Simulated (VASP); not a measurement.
A run of VASP 6.6.1 is set up as follows.

The input INCAR:

```
SYSTEM = SnSe
ALGO     = Normal         ! electronic algorithm
EDIFF    = 1E-6           ! SCF threshold, eV
ENCUT    = 520            ! plane-wave cutoff, eV
GGA      = PE             ! functional
ISIF     = 2              ! what is computed and relaxed
ISMEAR   = -1             ! smearing method
IVDW     = 13             ! dispersion correction
LASPH    = .TRUE.         ! aspherical terms in the spheres
LCHARG   = .FALSE.        ! write CHGCAR
LREAL    = .FALSE.        ! projectors in reciprocal space
LWAVE    = .FALSE.        ! write WAVECAR
NBANDS   = 28             ! bands
NELM     = 60             ! most SCF steps
PREC     = Accurate       ! precision mode
SIGMA    = 0.05           ! smearing width, eV
```

The input KPOINTS:

```
k-points
0
G
  6 6 3
  0 0 0
```

File POSCAR:

```
SnSe
1.0
    4.2455377151      0.0000000000      0.0000000000
    0.0000000000      4.2455377151      0.0000000000
    0.0000000000      0.0000000000      5.9076383953
Sn Se
2 2
Direct
    0.0000000000      0.5000000000      0.7500289615
    0.5000000000      0.0000000000      0.2499710385
    0.0000000000      0.5000000000      0.2499884574
    0.5000000000      0.0000000000      0.7500115426
```

Potentials or basis: VASP PAW PBE potentials, release 64 (Sn_d, Se).

Run with:

```console
$ cat potpaw_PBE.64/Sn_d/POTCAR potpaw_PBE.64/Se/POTCAR > POTCAR
$ mpirun -np 1 vasp_std > vasp.out
```

Problem. Estimate the band gap on the k mesh.

Solution. 0.44 eV.

Problem. What does it give for the pressure?

Solution. 0.0 GPa.

Problem. Predict the dispersion energy per atom.

Solution. -0.397 eV.

Caveat: semilocal functionals underestimate gaps, and a narrow one can read as zero; spin-orbit coupling is left out, which moves the levels of the heavy elements. A k mesh can miss the band edges.
